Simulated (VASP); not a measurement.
# Se (P3_221) in VASP: a series of runs

Runs on Se. Level: r2SCAN. Tasks: single point, relaxation of cell and atoms.

All numbers are computed with VASP 6.6.1; they aren't measurements. Logs are shortened: lines on timing, memory, paths and dates and some standing lists are left out, and cuts for length are marked.

## 1. The cell of the first run

It takes space group P3_221 (No. 154, trigonal). The conventional cell has a = 4.489 Å, b = 4.489 Å, c = 4.992 Å, α = 90.00°, β = 90.00°, γ = 120.00°. Within 3.1 Å of Se (site symmetry 2) lie 2 Se at 2.38 Å.

## 2. Single point, r2SCAN

File POSCAR:

```
Se
1.0
    4.4888003553      0.0000000000      0.0000000000
   -2.2444001777      3.8874151402      0.0000000000
    0.0000000000      0.0000000000      4.9916224841
Se
3
Direct
    0.2186265448      0.0000000000      0.1666666667
    0.0000000000      0.2186265448      0.8333333333
    0.7813734552      0.7813734552      0.5000000000
```

File INCAR.step1:

```
ALGO     = Normal         # electronic algorithm
EDIFF    = 1E-4           # SCF threshold, eV
ENCUT    = 520            # plane-wave cutoff, eV
GGA      = PE             # functional
ISMEAR   = 0              # smearing method
LASPH    = T              # aspherical terms in the spheres
LCHARG   = F              # write CHGCAR
LREAL    = F              # projectors in reciprocal space
LWAVE    = T              # write WAVECAR
NBANDS   = 16             # bands
NELM     = 100            # most SCF steps
PREC     = Accurate       # precision mode
SIGMA    = 0.1            # smearing width, eV
```

File INCAR.step2:

```
ALGO     = Normal         # electronic algorithm
EDIFF    = 1E-7           # SCF threshold, eV
ENCUT    = 520            # plane-wave cutoff, eV
ISIF     = 2              # what is computed and relaxed
ISMEAR   = 0              # smearing method
ISTART   = 1            
LASPH    = T              # aspherical terms in the spheres
LCHARG   = F              # write CHGCAR
LMIXTAU  = T            
LREAL    = F              # projectors in reciprocal space
LWAVE    = F              # write WAVECAR
METAGGA  = R2SCAN         # meta-GGA
NBANDS   = 16             # bands
NELM     = 100            # most SCF steps
PREC     = Accurate       # precision mode
SIGMA    = 0.1            # smearing width, eV
```

File KPOINTS:

```
k-points
0
Gamma
  6 6 4
```

Potentials or basis: VASP PAW PBE potentials, release 64 (Se).

Started as:

```sh
$ cat potpaw_PBE.64/Se/POTCAR > POTCAR
$ cp INCAR.step1 INCAR
$ mpirun -np 1 vasp_std > vasp.out
$ cp INCAR.step2 INCAR
$ mpirun -np 1 vasp_std > vasp.out
```

OUTCAR:

```text
EDIFF = 1E-7
   ENCUT = 520
   ISIF = 2
   ISMEAR = 0
   ISTART = 1
   LASPH = T
   LREAL = F
   METAGGA = R2SCAN
   NELM = 100
   PREC = Accurate

 ion  position               nearest neighbor table
   1  0.219  0.000  0.167-   3 2.38   2 2.38
   2  0.000  0.219  0.833-   3 2.38   1 2.38
   3  0.781  0.781  0.500-   1 2.38   2 2.38

  LATTYP: Found a hexagonal cell.
 ALAT       =     4.4888003553
 C/A-ratio  =     1.1120170400

  Lattice vectors:

 A1 = (   4.4888003553,   0.0000000000,   0.0000000000)
 A2 = (  -2.2444001777,   3.8874151402,   0.0000000000)
 A3 = (   0.0000000000,   0.0000000000,   4.9916224841)

Analysis of symmetry for initial positions (statically):
=====================================================================
 Subroutine PRICEL returns:
 Original cell was already a primitive cell.

 Routine SETGRP: Setting up the symmetry group for a
 hexagonal supercell.

 Subroutine GETGRP returns: Found  6 space group operations
 (whereof  2 operations were pure point group operations)
 out of a pool of 24 trial point group operations.

The static configuration has the point symmetry C_2 .
 The point group associated with its full space group is D_3 .

Analysis of symmetry for dynamics (positions and initial velocities):
=====================================================================
 Subroutine PRICEL returns:
 Original cell was already a primitive cell.

 Routine SETGRP: Setting up the symmetry group for a
 hexagonal supercell.

 Subroutine GETGRP returns: Found  6 space group operations
 (whereof  2 operations were pure point group operations)
 out of a pool of 24 trial point group operations.

The dynamic configuration has the point symmetry C_2 .
 The point group associated with its full space group is D_3 .

 Subroutine INISYM returns: Found  6 space group operations
 (whereof  2 operations are pure point group operations),
 and found     1 'primitive' translations

----------------------------------------------------------------------------------------

                                     Primitive cell

  volume of cell :      87.1030

  direct lattice vectors                    reciprocal lattice vectors
     4.488800355  0.000000000  0.000000000     0.222776671  0.128620171  0.000000000
    -2.244400178  3.887415140  0.000000000     0.000000000  0.257240342  0.000000000
     0.000000000  0.000000000  4.991622484     0.000000000  0.000000000  0.200335663

  length of vectors
     4.488800355  4.488800355  4.991622484     0.257240342  0.257240342  0.200335663

  position of ions in fractional coordinates (direct lattice)
     0.218626545  0.000000000  0.166666667
     0.000000000  0.218626545  0.833333333
     0.781373455  0.781373455  0.500000000

  ion indices of the primitive-cell ions
   primitive index   ion index
                 1           1
                 2           2
                 3           3

----------------------------------------------------------------------------------------

 KPOINTS: k-points

Automatic generation of k-mesh.
 Grid dimensions read from file:
 generate k-points for:    6    6    4

 Generating k-lattice:

  Cartesian coordinates                     Fractional coordinates (reciprocal lattice)
     0.037129445  0.021436695  0.000000000     0.166666667  0.000000000  0.000000000
     0.000000000  0.042873390  0.000000000     0.000000000  0.166666667  0.000000000
     0.000000000  0.000000000  0.050083916     0.000000000  0.000000000  0.250000000

  Length of vectors
     0.042873390  0.042873390  0.050083916

  Shift w.r.t. Gamma in fractional coordinates (k-lattice)
     0.000000000  0.000000000  0.000000000

 Subroutine IBZKPT returns following result:
 ===========================================

 Found     24 irreducible k-points:

 Following reciprocal coordinates:
            Coordinates               Weight
  0.000000  0.000000  0.000000      1.000000
  0.166667 -0.000000  0.000000      6.000000
  0.333333  0.000000  0.000000      6.000000
  0.500000 -0.000000  0.000000      3.000000
  0.166667  0.166667  0.000000      6.000000
  0.333333  0.166667  0.000000     12.000000
[... 16 lines left out ...]
  0.333333  0.166667  0.500000     12.000000
  0.333333  0.333333  0.500000      2.000000
   k-points           NKPTS =     24   k-points in BZ     NKDIM =     24   number of bands    NBANDS=     16
   number of dos      NEDOS =    301   number of ions     NIONS =      3
   total plane-waves  NPLWV =  51840
   dimension x,y,z NGX =    36 NGY =   36 NGZ =   40
   dimension x,y,z NGXF=    72 NGYF=   72 NGZF=   80
   ions per type =               3
   NGX,Y,Z   is equivalent  to a cutoff of  13.33, 13.33, 13.32 a.u.
   NGXF,Y,Z  is equivalent  to a cutoff of  26.67, 26.67, 26.64 a.u.
 SYSTEM =  unknown system
   PREC   = accura    normal or accurate (medium, high low for compatibility)
   ISTART =      1    job   : 0-new  1-cont  2-samecut
   ICHARG =      0    charge: 1-file 2-atom 10-const
   ISPIN  =      1    spin polarized calculation?
   LNONCOLLINEAR =      F non collinear calculations
   LSORBIT =      F    spin-orbit coupling
   LASPH  =      T    aspherical Exc in radial PAW
   ENCUT  =  520.0 eV  38.22 Ry    6.18 a.u.   8.35  8.35  9.28*2*pi/ulx,y,z
   NELM   =    100;   NELMIN=  2; NELMDL=  0     # of ELM steps
   EDIFF  = 0.1E-06   stopping-criterion for ELM
   LREAL  =      F    real-space projection
   EDIFFG = 0.1E-05   stopping-criterion for IOM
   NSW    =      0    number of steps for IOM
   IBRION =     -1    ionic relax: 0-MD 1-quasi-New 2-CG
   NFREE  =      0    steps in history (QN), initial steepest desc. (CG)
   ISIF   =      2    stress and relaxation
   ISYM   =      2    0-nonsym 1-usesym 2-fastsym
   POTIM  = 0.5000    time-step for ionic-motion
   TEBEG  =    0.0;   TEEND  =   0.0 temperature during run
   PSTRESS=    0.0 pullay stress
   NELECT =      18.0000    total number of electrons
   NUPDOWN=      -1.0000    fix difference up-down
   EMIN   =  10.00;   EMAX   =-10.00  energy-range for DOS
   EFERMI =   0.00;   METHOD = LEGACY
   ISMEAR =     0;   SIGMA  =   0.10  broadening in eV -4-tet -1-fermi 0-gaus
   EFERMI_NEDOS =   21; number of points for ismear=-14 and -15
   IALGO  =     38    algorithm
   IMIX   =      4    mixing-type and parameters
     AMIX     =   0.40;   BMIX     =  1.00
     AMIX_MAG =   1.60;   BMIX_MAG =  1.00
  volume/ion in A,a.u.               =      29.03       195.93
  Fermi-wavevector in a.u.,A,eV,Ry     =   0.967880  1.829027 12.745815  0.936791
  Thomas-Fermi vector in A             =   2.097802
   LORBIT       =      0    0 simple, 1 ext, 2 COOP (PROOUT), +10 PAW based schemes
   METAGGA = R2SCAN    functional components
   LHFCALC =     F    Hartree Fock is set to
   AEXX    =    0.0000 exact exchange contribution
   IVDW    =     0    specifies the selected vdW correction
   LEPSILON=     F    determine dielectric tensor
   LRPA    =     F    only Hartree local field effects (RPA)
 non-spin polarized calculation
 Gauss-broadening in eV      SIGMA  =   0.10
  energy-cutoff  :      520.00
  volume of cell :       87.10
 maximum number of plane-waves:      2377
 NGX is ok and might be reduce to    36
   NGX = 17   NGY = 17   NGZ = 19

 number of electron      18.0000000 magnetization

 Free energy of the ion-electron system (eV)
  ---------------------------------------------------
  ext. energy  EPLUGINS =         0.00000000
  ---------------------------------------------------
  free energy    TOTEN  =       -42.92648670 eV

  energy without entropy =      -42.92648670  energy(sigma->0) =      -42.92648670

 E-fermi :   2.2866     XC(G=0):  -8.9590

 val. band max:        1.8074551031   @ k =   0.5000  -0.0000   0.5000
 cond. band min:       3.1120097184   @ k =   0.3333   0.3333   0.5000
 fundamental gap:      1.3045546153
 Fermi energy:         2.2866052523

 k-point     1 :       0.0000    0.0000    0.0000
  band No.  band energies     occupation
      1     -14.4274      2.00000
      2     -10.2303      2.00000
      3     -10.2303      2.00000
      4      -2.1609      2.00000
      5      -2.1609      2.00000
      6      -1.8672      2.00000
[... 8 lines left out ...]
     15       8.8300      0.00000
     16      10.7515      0.00000

 k-point     2 :       0.1667   -0.0000    0.0000
  band No.  band energies     occupation
      1     -14.3409      2.00000
      2     -10.3177      2.00000
      3     -10.2246      2.00000
      4      -2.6878      2.00000
      5      -2.4094      2.00000
      6      -1.7193      2.00000
[... 8 lines left out ...]
     15       9.5810      0.00000
     16      10.7818      0.00000

 k-point     3 :       0.3333    0.0000    0.0000
  band No.  band energies     occupation
      1     -14.1497      2.00000
      2     -10.5255      2.00000
      3     -10.2127      2.00000
      4      -3.1595      2.00000
      5      -2.7433      2.00000
      6      -1.6657      2.00000
[... 8 lines left out ...]
     15      10.8415      0.00000
     16      11.7517      0.00000

 k-point     4 :       0.5000   -0.0000    0.0000
  band No.  band energies     occupation
      1     -14.0426      2.00000
      2     -10.6484      2.00000
      3     -10.2064      2.00000
      4      -3.2802      2.00000
      5      -2.8832      2.00000
      6      -1.5086      2.00000
[... 8 lines left out ...]
     15      11.8404      0.00000
     16      11.9463      0.00000

 k-point     5 :       0.1667    0.1667    0.0000
  band No.  band energies     occupation
      1     -14.2005      2.00000
      2     -10.4399      2.00000
      3     -10.2461      2.00000
      4      -3.0081      2.00000
      5      -2.7878      2.00000
      6      -1.5707      2.00000
[... 8 lines left out ...]
     15      10.2883      0.00000
     16      11.1857      0.00000

 k-point     6 :       0.3333    0.1667    0.0000
  band No.  band energies     occupation
      1     -14.0445      2.00000
      2     -10.5723      2.00000
      3     -10.2871      2.00000
      4      -3.2076      2.00000
      5      -2.9824      2.00000
      6      -1.3859      2.00000
[... 8 lines left out ...]
     15      11.2098      0.00000
     16      11.7817      0.00000
[... 267 lines left out ...]
 k-point    21 :       0.5000   -0.0000    0.5000
  band No.  band energies     occupation
      1     -13.0130      2.00000
      2     -12.8919      2.00000
      3      -8.8649      2.00000
      4      -4.0414      2.00000
      5      -2.6338      2.00000
      6      -2.4220      2.00000
[... 8 lines left out ...]
     15      11.1792      0.00000
     16      11.4069      0.00000

 k-point    22 :       0.1667    0.1667    0.5000
  band No.  band energies     occupation
      1     -13.0958      2.00000
      2     -13.0431      2.00000
      3      -8.5271      2.00000
      4      -3.6691      2.00000
      5      -2.3852      2.00000
      6      -2.3053      2.00000
[... 8 lines left out ...]
     15      10.4537      0.00000
     16      10.8336      0.00000

 k-point    23 :       0.3333    0.1667    0.5000
  band No.  band energies     occupation
      1     -12.9935      2.00000
      2     -12.9144      2.00000
      3      -8.8486      2.00000
      4      -3.9471      2.00000
      5      -2.7869      2.00000
      6      -2.6637      2.00000
[... 8 lines left out ...]
     15      10.6575      0.00000
     16      11.5100      0.00000

 k-point    24 :       0.3333    0.3333    0.5000
  band No.  band energies     occupation
      1     -12.9146      2.00000
      2     -12.9146      2.00000
      3      -8.9408      2.00000
      4      -3.9500      2.00000
      5      -2.9882      2.00000
      6      -2.9882      2.00000
[... 8 lines left out ...]
     15      10.9051      0.00000
     16      10.9051      0.00000

------------------------ aborting loop because EDIFF is reached ----------------------------------------

  FORCE on cell =-STRESS in cart. coord.  units (eV):
  Direction    XX          YY          ZZ          XY          YZ          ZX
  --------------------------------------------------------------------------------------
  -------------------------------------------------------------------------------------
  Total       -0.0513753     -0.0513753     -0.0603038      0.0000000      0.0000000      0.0000000
  in kB       -0.9450001     -0.9450001     -1.1092317      0.0000000      0.0000000      0.0000000
  external PRESSURE =      -0.9997440 kB  Pullay stress =       0.0000000 kB

 VOLUME and BASIS-vectors are now :
 -----------------------------------------------------------------------------
  energy-cutoff  :      520.00
  volume of cell :       87.10
      direct lattice vectors                 reciprocal lattice vectors
     4.488800355  0.000000000  0.000000000     0.222776671  0.128620171  0.000000000
    -2.244400178  3.887415140  0.000000000     0.000000000  0.257240342  0.000000000
     0.000000000  0.000000000  4.991622484     0.000000000  0.000000000  0.200335663

 POSITION                                       TOTAL-FORCE (eV/Angst)
 -----------------------------------------------------------------------------------
      0.98137      0.00000      0.83194        -0.044080      0.000000      0.000000
     -0.49069      0.84989      4.15969         0.022040     -0.038175     -0.000000
      1.75371      3.03752      2.49581         0.022040      0.038175     -0.000000
 -----------------------------------------------------------------------------------
    total drift:                                0.000001      0.000001     -0.000000

  FREE ENERGIE OF THE ION-ELECTRON SYSTEM (eV)
  ---------------------------------------------------
  free  energy   TOTEN  =       -42.9264867039 eV

  energy  without entropy=      -42.9264867039  energy(sigma->0) =      -42.92648670
```

It took 93 s on 1 thread of AMD EPYC 9R45 (Zen 5), shared host; peak memory 0.2 GiB.

Results:

| Property | Result |
| --- | --- |
| Free energy | -42.9265 eV |
| Pressure | -0.1 GPa |
| Largest force | 0.044 eV/Å |
| Band gap on the k mesh | 1.30 eV, indirect (least direct gap 1.57 eV) |

Forces on the atoms (eV/Å):
```
Se  -0.044  0.000  0.000
Se   0.022 -0.038  0.000
Se   0.022  0.038  0.000
```

Levels at points of the mesh, in eV from the valence-band top:
```tsv
k point	band 6	band 7	band 8	band 9	band 10	band 11	band 12	band 13
(0.00, 0.00, 0.00)	-3.67	-2.06	-2.06	-0.40	2.22	2.22	2.54	6.51
(0.50, 0.00, 0.00)	-3.32	-2.76	-1.85	-0.97	2.28	2.72	4.22	5.99
(0.00, 0.00, 0.50)	-3.47	-1.46	-1.46	-1.09	1.54	1.61	1.61	6.99
(0.50, 0.00, 0.50)	-4.23	-1.70	-1.25	0.00	1.82	2.89	3.26	6.72
```

Caveat: the PAW data sets were made with another functional, which shifts forces and pressure a little. r2SCAN opens gaps a little over a GGA but as a rule still falls short of measured ones.

[end of part 1 of 3]
